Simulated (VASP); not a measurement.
# CO2 in VASP: single point with PBE+D3(BJ)

Aim: the single point of CO2 with PBE+D3(BJ).

Everything below comes from runs of VASP 6.6.1. Logs are shortened: lines on timing, memory, paths and dates and some standing lists are left out, and cuts for length are marked.

## Step 1: The cell of the first run

The cell holds a molecule in a box, 3 atoms: a = 10.300 Å, b = 10.500 Å, c = 10.700 Å, α = 90.00°, β = 90.00°, γ = 90.00°.

## Step 2: Single point, PBE+D3(BJ)

File INCAR:

```
  ALGO = Normal
  EDIFF = 1E-6
  ENCUT = 1000
  GGA = PE
  GGA_COMPAT = F
  ISIF = 2
  ISMEAR = 0
  IVDW = 12
  LASPH = T
  LCHARG = F
  LREAL = F
  LWAVE = F
  NBANDS = 15
  NELM = 120
  NELMDL = -8
  PREC = Accurate
  SIGMA = 0.01
```

File KPOINTS:

```
k-points
0
Gamma
  1 1 1
```

File POSCAR:

```
CO2
1.0
   10.3000000000      0.0000000000      0.0000000000
    0.0000000000     10.5000000000      0.0000000000
    0.0000000000      0.0000000000     10.7000000000
C O
1 2
Direct
    0.5000000000      0.5000000000      0.5000000000
    0.5655227881      0.5642747350      0.5630733381
    0.4344772119      0.4357252650      0.4369266619
```

Potentials or basis: VASP PAW PBE potentials, release 64 (C_h, O_h).

The run is started by

```console
cat potpaw_PBE.64/C_h/POTCAR potpaw_PBE.64/O_h/POTCAR > POTCAR
mpirun -np 1 vasp_gam > vasp.out
```

OUTCAR:

```text
EDIFF = 1E-6
   ENCUT = 1000
   GGA = PE
   ISIF = 2
   ISMEAR = 0
   IVDW = 12
   LASPH = T
   LREAL = F
   NELM = 120
   NELMDL = -8
   PREC = Accurate
 IVDW          = 12

 ion  position               nearest neighbor table
   1  0.500  0.500  0.500-   2 1.17   3 1.17
   2  0.566  0.564  0.563-   1 1.17
   3  0.434  0.436  0.437-   1 1.17

  LATTYP: Found a simple orthorhombic cell.
 ALAT       =    10.3000000000
 B/A-ratio  =     1.0194174757
 C/A-ratio  =     1.0388349515

  Lattice vectors:

 A1 = (  10.3000000000,   0.0000000000,   0.0000000000)
 A2 = (   0.0000000000,  10.5000000000,   0.0000000000)
 A3 = (   0.0000000000,   0.0000000000,  10.7000000000)

Analysis of symmetry for initial positions (statically):
=====================================================================
 Subroutine PRICEL returns:
 Original cell was already a primitive cell.

 Routine SETGRP: Setting up the symmetry group for a
 simple orthorhombic supercell.

 Subroutine GETGRP returns: Found  2 space group operations
 (whereof  2 operations were pure point group operations)
 out of a pool of  8 trial point group operations.

The static configuration has the point symmetry S_2 .

Analysis of symmetry for dynamics (positions and initial velocities):
=====================================================================
 Subroutine PRICEL returns:
 Original cell was already a primitive cell.

 Routine SETGRP: Setting up the symmetry group for a
 simple orthorhombic supercell.

 Subroutine GETGRP returns: Found  2 space group operations
 (whereof  2 operations were pure point group operations)
 out of a pool of  8 trial point group operations.

The dynamic configuration has the point symmetry S_2 .

 Subroutine INISYM returns: Found  2 space group operations
 (whereof  2 operations are pure point group operations),
 and found     1 'primitive' translations

----------------------------------------------------------------------------------------

                                     Primitive cell

  volume of cell :    1157.2050

  direct lattice vectors                    reciprocal lattice vectors
    10.300000000  0.000000000  0.000000000     0.097087379  0.000000000  0.000000000
     0.000000000 10.500000000  0.000000000     0.000000000  0.095238095  0.000000000
     0.000000000  0.000000000 10.700000000     0.000000000  0.000000000  0.093457944

  length of vectors
    10.300000000 10.500000000 10.700000000     0.097087379  0.095238095  0.093457944

  position of ions in fractional coordinates (direct lattice)
     0.500000000  0.500000000  0.500000000
     0.565522788  0.564274735  0.563073338
     0.434477212  0.435725265  0.436926662

  ion indices of the primitive-cell ions
   primitive index   ion index
                 1           1
                 2           2
                 3           3

----------------------------------------------------------------------------------------

 KPOINTS: k-points

Automatic generation of k-mesh.
 Grid dimensions read from file:
 generate k-points for:    1    1    1

 Generating k-lattice:

  Cartesian coordinates                     Fractional coordinates (reciprocal lattice)
     0.097087379  0.000000000  0.000000000     1.000000000  0.000000000  0.000000000
     0.000000000  0.095238095  0.000000000     0.000000000  1.000000000  0.000000000
     0.000000000  0.000000000  0.093457944     0.000000000  0.000000000  1.000000000

  Length of vectors
     0.097087379  0.095238095  0.093457944

  Shift w.r.t. Gamma in fractional coordinates (k-lattice)
     0.000000000  0.000000000  0.000000000

 Subroutine IBZKPT returns following result:
 ===========================================

 Found      1 irreducible k-points:

 Following reciprocal coordinates:
            Coordinates               Weight
  0.000000  0.000000  0.000000      1.000000
   k-points           NKPTS =      1   k-points in BZ     NKDIM =      1   number of bands    NBANDS=     15
   number of dos      NEDOS =    301   number of ions     NIONS =      3
   total plane-waves  NPLWV = ******
   dimension x,y,z NGX =   108 NGY =  108 NGZ =  112
   dimension x,y,z NGXF=   216 NGYF=  216 NGZF=  224
   ions per type =               1   2
   NGX,Y,Z   is equivalent  to a cutoff of  17.43, 17.10, 17.40 a.u.
   NGXF,Y,Z  is equivalent  to a cutoff of  34.86, 34.20, 34.80 a.u.
 SYSTEM =  unknown system
   PREC   = accura    normal or accurate (medium, high low for compatibility)
   ISTART =      0    job   : 0-new  1-cont  2-samecut
   ICHARG =      2    charge: 1-file 2-atom 10-const
   ISPIN  =      1    spin polarized calculation?
   LNONCOLLINEAR =      F non collinear calculations
   LSORBIT =      F    spin-orbit coupling
   LASPH  =      T    aspherical Exc in radial PAW
   ENCUT  = 1000.0 eV  73.50 Ry    8.57 a.u.  26.56 27.07 27.59*2*pi/ulx,y,z
   NELM   =    120;   NELMIN=  2; NELMDL= -8     # of ELM steps
   EDIFF  = 0.1E-05   stopping-criterion for ELM
   LREAL  =      F    real-space projection
[... 7 lines left out ...]
   TEBEG  =    0.0;   TEEND  =   0.0 temperature during run
   PSTRESS=    0.0 pullay stress
   NELECT =      16.0000    total number of electrons
   NUPDOWN=      -1.0000    fix difference up-down
   EMIN   =  10.00;   EMAX   =-10.00  energy-range for DOS
   EFERMI =   0.00;   METHOD = LEGACY
   ISMEAR =     0;   SIGMA  =   0.01  broadening in eV -4-tet -1-fermi 0-gaus
   EFERMI_NEDOS =   21; number of points for ismear=-14 and -15
   IALGO  =     38    algorithm
   IMIX   =      4    mixing-type and parameters
     AMIX     =   0.40;   BMIX     =  1.00
     AMIX_MAG =   1.60;   BMIX_MAG =  1.00
  volume/ion in A,a.u.               =     385.73      2603.07
  Fermi-wavevector in a.u.,A,eV,Ry     =   0.392927  0.742524  2.100621  0.154391
  Thomas-Fermi vector in A             =   1.336625
   LORBIT       =      0    0 simple, 1 ext, 2 COOP (PROOUT), +10 PAW based schemes
   GGA     = PE    functional components
   LHFCALC =     F    Hartree Fock is set to
   AEXX    =    0.0000 exact exchange contribution
   IVDW    =    12    specifies the selected vdW correction
   LEPSILON=     F    determine dielectric tensor
   LRPA    =     F    only Hartree local field effects (RPA)
 non-spin polarized calculation
 Gauss-broadening in eV      SIGMA  =   0.01
  energy-cutoff  :     1000.00
  volume of cell :     1157.20
 maximum number of plane-waves:     41533
 NGX is ok and might be reduce to   108
   NGX = 53   NGY = 55   NGZ = 55

 number of electron      15.9999998 magnetization

 Free energy of the ion-electron system (eV)
  ---------------------------------------------------
  ext. energy  EPLUGINS =         0.00000000
  ---------------------------------------------------
  free energy    TOTEN  =       -23.23225228 eV

  energy without entropy =      -23.23225228  energy(sigma->0) =      -23.23225228

 E-fermi :  -8.7871     XC(G=0):  -0.6350

 val. band max:       -8.8548946297   @ k =   0.0000   0.0000   0.0000
 cond. band min:      -0.8333061838   @ k =   0.0000   0.0000   0.0000
 fundamental gap:      8.0215884458
 Fermi energy:        -8.7870934008

 k-point     1 :       0.0000    0.0000    0.0000
  band No.  band energies     occupation
      1     -28.9281      2.00000
      2     -27.9224      2.00000
      3     -13.6105      2.00000
      4     -12.4638      2.00000
      5     -12.4638      2.00000
      6     -12.4593      2.00000
      7      -8.8549      2.00000
      8      -8.8549      2.00000
      9      -0.8333      0.00000
     10      -0.2363      0.00000
     11      -0.2361      0.00000
     12       0.5891      0.00000
     13       1.0429      0.00000
     14       1.0881      0.00000
     15       1.1518      0.00000

------------------------ aborting loop because EDIFF is reached ----------------------------------------

 Edisp (eV)   -0.02580

 E8    (eV) :    -0.0077

  FORCE on cell =-STRESS in cart. coord.  units (eV):
  Direction    XX          YY          ZZ          XY          YZ          ZX
  --------------------------------------------------------------------------------------
  -------------------------------------------------------------------------------------
  Total       0.12661     0.12686     0.12692     0.13974     0.13959     0.13932
  in kB       0.17529     0.17564     0.17572     0.19347     0.19327     0.19289
  external pressure =        0.18 kB  Pullay stress =        0.00 kB

 VOLUME and BASIS-vectors are now :
 -----------------------------------------------------------------------------
  energy-cutoff  :     1000.00
  volume of cell :     1157.20
      direct lattice vectors                 reciprocal lattice vectors
    10.300000000  0.000000000  0.000000000     0.097087379  0.000000000  0.000000000
     0.000000000 10.500000000  0.000000000     0.000000000  0.095238095  0.000000000
     0.000000000  0.000000000 10.700000000     0.000000000  0.000000000  0.093457944

 POSITION                                       TOTAL-FORCE (eV/Angst)
 -----------------------------------------------------------------------------------
      5.15000      5.25000      5.35000         0.000000      0.000000      0.000000
      5.82488      5.92488      6.02488         0.104931      0.104614      0.104725
      4.47512      4.57512      4.67512        -0.104931     -0.104614     -0.104725
 -----------------------------------------------------------------------------------
    total drift:                               -0.000000      0.000000     -0.000000

  FREE ENERGIE OF THE ION-ELECTRON SYSTEM (eV)
  ---------------------------------------------------
  free  energy   TOTEN  =       -23.2580540310 eV

  energy  without entropy=      -23.2580540310  energy(sigma->0) =      -23.25805403
```

It took 4.1 min on 1 thread of Intel Xeon Platinum 8259CL at 2.50GHz (Skylake/Cascade Lake), shared host; peak memory 1.8 GiB.

Results:

| Item | Value |
| --- | --- |
| Free energy | -23.2581 eV |
| Largest force | 0.181 eV/Å |
| Gap between the frontier levels | 8.02 eV |
| Dispersion energy per atom | -0.009 eV |

Forces in eV/Å, atoms in the order of the input:
```
C    0.000  0.000  0.000
O    0.105  0.105  0.105
O   -0.105 -0.105 -0.105
```

Levels at points of the mesh, in eV from the valence-band top:
```
           k point  band 5  band 6  band 7  band 8  band 9  band 10  band 11  band 12
(0.00, 0.00, 0.00)   -3.61   -3.60    0.00    0.00    8.02     8.62     8.62     9.44
```
